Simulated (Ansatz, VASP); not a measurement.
# Two plane-wave programs on Ni

INCAR

```
AGGAC = 1.0
AGGAX = 1.0
ALDAC = 0.0
ALDAX = 1.0
ALGO = Normal
EDIFF = 1E-6
ENCUT = 520
GGA = B5
ISIF = 2
ISMEAR = -1
ISPIN = 2
LASPH = T
LCHARG = T
LELF = T
LMAXMIX = 4
LORBIT = 11
LREAL = F
LVHAR = T
LWAVE = F
MAGMOM = -0.58 -0.58
NBANDS = 21
NELM = 150
PREC = Accurate
SIGMA = 0.05
```

Contents of KPOINTS:

```
k-points
0
Gamma
  12 12 12
```

Contents of POSCAR:

```
Ni
1.0
    2.9495036265      0.0000000000      0.0000000000
    0.0000000000      2.9495036265      0.0000000000
    0.0000000000      0.0000000000      2.9495036265
Ni
2
Direct
    0.0000000000      0.0000000000      0.0000000000
    0.5000000000      0.5000000000      0.5000000000
```

Input for Ansatz:

```yaml
crystal:
  lattice:
    - [2.9495036265, 0.0, 0.0]
    - [0.0, 2.9495036265, 0.0]
    - [0.0, 0.0, 2.9495036265]
  atoms:
    - { symbol: Ni, position: [0.0, 0.0, 0.0], spin: -0.58 }
    - { symbol: Ni, position: [0.5, 0.5, 0.5], spin: -0.58 }
hamiltonian:
  xc: blyp
  pseudopotentials:
    kind: paw
    azcp:
      Ni: "pseudopotentials/Ni.paw.azcp"
basis:
  ecutwfc: 420
  fft_grid_basis: typed
kpoints:
  mp_grid: { grid: [12, 12, 12], shift: [0, 0, 0] }
magnetization:
  spin_polarized: true
scf:
  occupations: { method: fermi_dirac, width: 0.05 }
  lower_state_search: "off"
output:
  stress: true
```

Alike in both runs: task single point; functional BLYP; k mesh 12 × 12 × 12; occupations fermi-dirac, width 0.05 eV; collinear spin.

```csv
,VASP,Ansatz
version,VASP 6.6.1,Ansatz 0.2.0
potentials or method,"VASP PAW PBE potentials, release 64 (Ni), cutoff 520 eV","plane waves (420 eV) with PAW, scalar-relativistic"
valence electrons in the cell,20,36
```

|  | VASP | Ansatz | Ansatz less VASP |
| --- | --- | --- | --- |
| pressure (GPa) | -13.0 | -13.3 | -0.24 |
| net moment per atom (μB) | 0.57 | 0.58 | +0.014 |
| size of the moment on the site where the two differ most (μB) | 0.58 | 0.62 | +0.031 |

VASP's potentials were made for PBE, not for BLYP. Site moments also hang on the region over which each program counts them. VASP's potentials hold 20 valence electrons a cell and Ansatz's 36, so a difference there can come from the potentials and not from the codes.
